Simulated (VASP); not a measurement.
A run of VASP 6.6.1 is set up as follows.

Contents of INCAR:

```
SYSTEM = Ag
PREC = Accurate
ENCUT = 600
EDIFF = 1E-6
ISMEAR = -1
SIGMA = 0.05
LREAL = .False.
LASPH = .True.
NELM = 80
ALGO = Fast
ISIF = 3
LWAVE = .False.
LCHARG = .False.
GGA = PS
IBRION = 2
NSW = 60
EDIFFG = -0.01
```

Contents of KPOINTS:

```
regular mesh
0
Gamma
  11 11 3
  0 0 0
```

Contents of POSCAR:

```
Ag
1.0
    2.8862000000      0.0000000000      0.0000000000
   -1.4431000000      2.4995225204      0.0000000000
    0.0000000000      0.0000000000     10.0000000000
Ag
4
Direct
    0.0000000000      0.0000000000      0.5000000000
    0.0000000000      0.0000000000      0.0000000000
    0.6666666667      0.3333333333      0.7500000000
    0.3333333333      0.6666666667      0.2500000000
```

Potentials or basis: VASP PAW PBE potentials, release 64 (Ag).

The run is started by

```console
$ cat potpaw_PBE.64/Ag/POTCAR > POTCAR
$ mpirun -np 1 vasp_std > vasp.out
```

Question: Estimate the relaxed cell.

Answer: a = 2.851 Å, b = 2.851 Å, c = 9.452 Å, α = 90.00°, β = 90.00°, γ = 120.00°.

Question: Estimate the space group after relaxing (to 0.1 Å).

Answer: P6_3/mmc (No. 194).

Final structure:
```
Ag
1.0
     2.85069    0.00000    0.00000
    -1.42535    2.46877    0.00000
     0.00000    0.00000    9.45187
Ag
4
Direct
  0.00000 0.00000 0.50000
  0.00000 0.00000 0.00000
  0.66667 0.33333 0.75000
  0.33333 0.66667 0.25000
```
